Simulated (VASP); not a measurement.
# MnS (Fm-3m) in VASP: a series of runs, part 2 of 2

VASP 6.6.1.

## Step 3: Single point, PBEsol+U, collinear spin, ferromagnetic start

File INCAR:

```
SYSTEM = MnS
ALGO     = Normal         ! electronic algorithm
EDIFF    = 1E-6           ! SCF threshold, eV
ENCUT    = 520            ! plane-wave cutoff, eV
GGA      = PS             ! functional
ISIF     = 2              ! what is computed and relaxed
ISMEAR   = 0              ! smearing method
ISPIN    = 2              ! spin polarisation
LASPH    = .True.         ! aspherical terms in the spheres
LCHARG   = .False.        ! write CHGCAR
LDAU     = .True.         ! DFT+U
LDAUJ    = 0 0          
LDAUL    = 2 -1           ! shell
LDAUPRINT= 1            
LDAUTYPE = 2            
LDAUU    = 7 0            ! U, eV
LMAXMIX  = 4              ! l up to which the mixer works
LORBIT   = 11             ! projections on sites
LREAL    = .False.        ! projectors in reciprocal space
LWAVE    = .False.        ! write WAVECAR
MAGMOM   = 4.57 4.57 0.05 0.05 ! initial moments
NBANDS   = 31             ! bands
NELM     = 150            ! most SCF steps
PREC     = Accurate       ! precision mode
SIGMA    = 0.05           ! smearing width, eV
```

File KPOINTS:

```
k-points
0
Gamma
  6 6 6
  0 0 0
```

File POSCAR:

```
MnS
1.0
    0.0000000000      2.6122498900      2.6122498900
    5.2244997800      2.6122498900      2.6122498900
    5.2244997800      5.2244997800      0.0000000000
Mn S
2 2
Direct
    0.0000000000      0.0000000000      0.0000000000
    0.0000000000      0.0000000000      0.5000000000
    0.5000000000      0.5000000000      0.0000000000
    0.5000000000      0.5000000000      0.5000000000
```

Potentials or basis: VASP PAW PBE potentials, release 64 (Mn_pv, S).

On the command line:

```sh
> cat potpaw_PBE.64/Mn_pv/POTCAR potpaw_PBE.64/S/POTCAR > POTCAR
> mpirun -np 1 vasp_std > vasp.out
```

OUTCAR:

```text
SYSTEM = MnS
   EDIFF = 1E-6
   ENCUT = 520
   GGA = PS
   ISIF = 2
   ISMEAR = 0
   ISPIN = 2
   LASPH = .True.
   LORBIT = 11
   LREAL = .False.
   NELM = 150
   PREC = Accurate

 ion  position               nearest neighbor table
   1  0.000  0.000  0.000-   4 2.61   3 2.61   4 2.61   3 2.61   4 2.61   4 2.61
   2  0.000  0.000  0.500-   3 2.61   3 2.61   4 2.61   4 2.61   3 2.61   3 2.61
   3  0.500  0.500  0.000-   2 2.61   1 2.61   2 2.61   1 2.61   2 2.61   2 2.61
   4  0.500  0.500  0.500-   1 2.61   1 2.61   2 2.61   2 2.61   1 2.61   1 2.61

  LATTYP: Found a simple tetragonal cell.
 ALAT       =     3.6942792227
 C/A-ratio  =     1.4142135624

  Lattice vectors:

 A1 = (   0.0000000000,  -2.6122498900,   2.6122498900)
 A2 = (   0.0000000000,  -2.6122498900,  -2.6122498900)
 A3 = (   5.2244997800,   0.0000000000,   0.0000000000)

Analysis of symmetry for initial positions (statically):
=====================================================================
 Subroutine PRICEL returns following result:

  LATTYP: Found a face centered cubic cell.
 ALAT       =     5.2244997800
[... 12 lines left out ...]
 Subroutine GETGRP returns: Found 16 space group operations
 (whereof 16 operations were pure point group operations)
 out of a pool of 16 trial point group operations.

The static configuration has the point symmetry D_4h.

Analysis of symmetry for dynamics (positions and initial velocities):
=====================================================================
 Subroutine PRICEL returns following result:

  LATTYP: Found a face centered cubic cell.
 ALAT       =     5.2244997800
[... 12 lines left out ...]
 Subroutine GETGRP returns: Found 16 space group operations
 (whereof 16 operations were pure point group operations)
 out of a pool of 16 trial point group operations.

The dynamic configuration has the point symmetry D_4h.

Analysis of structural, dynamic, and magnetic symmetry:
=====================================================================
 Subroutine PRICEL returns following result:

  LATTYP: Found a face centered cubic cell.
 ALAT       =     5.2244997800
[... 12 lines left out ...]
 Subroutine GETGRP returns: Found 16 space group operations
 (whereof 16 operations were pure point group operations)
 out of a pool of 16 trial point group operations.

The overall configuration has the point symmetry D_4h.

 Subroutine INISYM returns: Found 16 space group operations
 (whereof 16 operations are pure point group operations),
 and found     2 'primitive' translations

----------------------------------------------------------------------------------------

                                     Primitive cell

[... 164 lines left out ...]
  o =  0.9649  v =  0.0000 -0.0000 -0.5000  0.0000  0.8660  0.0000  0.0000  0.0000  0.0000  0.0000      0.0000  0.0000  0.0000  0.0000  0.0000  0.0000  0.0000  0.0000  0.0000  0.0000
  o =  0.9650  v =  0.0000 -0.0000  0.8660 -0.0000  0.5000  0.0000  0.0000  0.0000  0.0000  0.0000      0.0000  0.0000  0.0000  0.0000  0.0000  0.0000  0.0000  0.0000  0.0000  0.0000

atom =   2  type =  1  l = 2

 onsite density matrix

spin component  1

  0.9427  0.0000  0.0000 -0.0000  0.0000
  0.0000  0.9427 -0.0000 -0.0000 -0.0000
  0.0000 -0.0000  0.9650 -0.0000  0.0001
 -0.0000 -0.0000 -0.0000  0.9427  0.0000
  0.0000 -0.0000  0.0001  0.0000  0.9649

spin component  2

  0.0110  0.0000  0.0000 -0.0000 -0.0000
  0.0000  0.0110  0.0000  0.0000  0.0000
  0.0000  0.0000  0.0563  0.0000  0.0000
 -0.0000  0.0000  0.0000  0.0110 -0.0000
 -0.0000  0.0000  0.0000 -0.0000  0.0563

 occupancies and eigenvectors

  o =  0.0110  v =  0.0000  0.0000  0.0000  0.0000  0.0000  0.0000 -1.0000  0.0000  0.0000  0.0000      0.0000  0.0000  0.0000  0.0000  0.0000  0.0000  0.0000  0.0000  0.0000  0.0000
  o =  0.0110  v =  0.0000  0.0000  0.0000  0.0000  0.0000  1.0000  0.0000 -0.0000  0.0029  0.0000      0.0000  0.0000  0.0000  0.0000  0.0000  0.0000  0.0000  0.0000  0.0000  0.0000
  o =  0.0110  v =  0.0000  0.0000  0.0000  0.0000  0.0000 -0.0029  0.0000 -0.0000  1.0000  0.0000      0.0000  0.0000  0.0000  0.0000  0.0000  0.0000  0.0000  0.0000  0.0000  0.0000
  o =  0.0562  v =  0.0000  0.0000  0.0000  0.0000  0.0000  0.0000 -0.0000  0.5000  0.0000 -0.8660      0.0000  0.0000  0.0000  0.0000  0.0000  0.0000  0.0000  0.0000  0.0000  0.0000
  o =  0.0563  v =  0.0000  0.0000  0.0000  0.0000  0.0000 -0.0000  0.0000 -0.8660 -0.0000 -0.5000      0.0000  0.0000  0.0000  0.0000  0.0000  0.0000  0.0000  0.0000  0.0000  0.0000
  o =  0.9427  v =  0.0000 -1.0000 -0.0000 -0.0000  0.0000  0.0000  0.0000  0.0000  0.0000  0.0000      0.0000  0.0000  0.0000  0.0000  0.0000  0.0000  0.0000  0.0000  0.0000  0.0000
  o =  0.9427  v =  1.0000  0.0000  0.0000  0.0000  0.0000  0.0000  0.0000  0.0000  0.0000  0.0000      0.0000  0.0000  0.0000  0.0000  0.0000  0.0000  0.0000  0.0000  0.0000  0.0000
  o =  0.9427  v =  0.0000 -0.0000 -0.0000  1.0000  0.0000  0.0000  0.0000  0.0000  0.0000  0.0000      0.0000  0.0000  0.0000  0.0000  0.0000  0.0000  0.0000  0.0000  0.0000  0.0000
  o =  0.9649  v =  0.0000  0.0000 -0.5000 -0.0000  0.8660  0.0000  0.0000  0.0000  0.0000  0.0000      0.0000  0.0000  0.0000  0.0000  0.0000  0.0000  0.0000  0.0000  0.0000  0.0000
  o =  0.9650  v =  0.0000  0.0000  0.8660 -0.0000  0.5000  0.0000  0.0000  0.0000  0.0000  0.0000      0.0000  0.0000  0.0000  0.0000  0.0000  0.0000  0.0000  0.0000  0.0000  0.0000

 number of electron      37.9999988 magnetization       9.9999981

 Free energy of the ion-electron system (eV)
  ---------------------------------------------------
  ext. energy  EPLUGINS =         0.00000000
  ---------------------------------------------------
  free energy    TOTEN  =       -26.17283322 eV

  energy without entropy =      -26.17283322  energy(sigma->0) =      -26.17283322

 E-fermi :   6.3092     XC(G=0): -10.7194

 val. band max:        5.9224473413   @ k =   0.5000   0.0000   0.0000
 cond. band min:       7.1711665289   @ k =   0.5000   0.5000   0.0000
 fundamental gap:      1.2487191876
 Fermi energy:         6.3091564769

 spin component 1

 k-point     1 :       0.0000    0.0000    0.0000
  band No.  band energies     occupation
      1     -44.3248      1.00000
      2     -44.3206      1.00000
      3     -44.3206      1.00000
      4     -44.3177      1.00000
      5     -44.3176      1.00000
      6     -44.3176      1.00000
[... 1625 lines left out ...]
     30      15.0204      0.00000
     31      15.8756      0.00000

 [... further k-points ...]

------------------------ aborting loop because EDIFF is reached ----------------------------------------

  FORCE on cell =-STRESS in cart. coord.  units (eV):
  Direction    XX          YY          ZZ          XY          YZ          ZX
  --------------------------------------------------------------------------------------
  -------------------------------------------------------------------------------------
  Total        0.7803393      0.8059034      0.8059034      0.0000000      0.0000000     -0.0000000
  in kB       17.5343592     18.1087906     18.1087906      0.0000000      0.0000000     -0.0000000
  external PRESSURE =      17.9173134 kB  Pullay stress =       0.0000000 kB

 VOLUME and BASIS-vectors are now :
 -----------------------------------------------------------------------------
  energy-cutoff  :      520.00
  volume of cell :       71.30
      direct lattice vectors                 reciprocal lattice vectors
     0.000000000  2.612249890  2.612249890    -0.191405884  0.191405884  0.191405884
     5.224499780  2.612249890  2.612249890     0.191405884 -0.191405884  0.191405884
     5.224499780  5.224499780  0.000000000     0.000000000  0.191405884 -0.191405884

 POSITION                                       TOTAL-FORCE (eV/Angst)
 -----------------------------------------------------------------------------------
      0.00000      0.00000      0.00000        -0.000000     -0.000000     -0.000000
      2.61225      2.61225      0.00000         0.000000     -0.000000      0.000000
      2.61225      2.61225      2.61225        -0.000000      0.000000     -0.000000
      5.22450      5.22450      2.61225         0.000000      0.000000      0.000000
 -----------------------------------------------------------------------------------
    total drift:                                0.000000      0.000000      0.000000

  FREE ENERGIE OF THE ION-ELECTRON SYSTEM (eV)
  ---------------------------------------------------
  free  energy   TOTEN  =       -26.1728332175 eV

  energy  without entropy=      -26.1728332175  energy(sigma->0) =      -26.17283322

 total charge

# of ion       s       p       d       tot
------------------------------------------
    1        0.222   6.175   4.886  11.283
    2        0.222   6.175   4.886  11.283
    3        1.314   2.451   0.000   3.765
    4        1.314   2.451   0.000   3.765
--------------------------------------------------
tot          3.072  17.252   9.772  30.096

 magnetization (x)

# of ion       s       p       d       tot
------------------------------------------
    1        0.045   0.037   4.601   4.683
    2        0.045   0.037   4.601   4.683
    3        0.015   0.024   0.000   0.039
    4        0.015   0.024   0.000   0.039
--------------------------------------------------
tot          0.119   0.121   9.203   9.443
```

It took 2.4 min on 1 thread of Intel Xeon 6975P-C (Granite Rapids), shared host; peak memory 0.38 GiB.

Results:

* Free energy: -26.1728 eV
* Pressure: 1.8 GPa
* Band gap on the k mesh: 1.25 eV
* Net moment: 10.00 μB per cell
* Site moments: Mn +4.68; S +0.04 μB
* Valence electrons inside the program's atomic spheres: Mn 11.28; S 3.77

Eigenvalues of the final occupation matrices:
```
    site  spin  trace               eigenvalues
site 1 d     1   4.76  0.94 0.94 0.94 0.96 0.97
site 1 d     2   0.15  0.01 0.01 0.01 0.06 0.06
site 2 d     1   4.76  0.94 0.94 0.94 0.96 0.97
site 2 d     2   0.15  0.01 0.01 0.01 0.06 0.06
```

Caveat: the PAW data sets were made with another functional, which shifts forces and pressure a little; only a ferromagnetic start was run, and an antiferromagnetic order may lie lower in energy. A k mesh can miss the band edges.
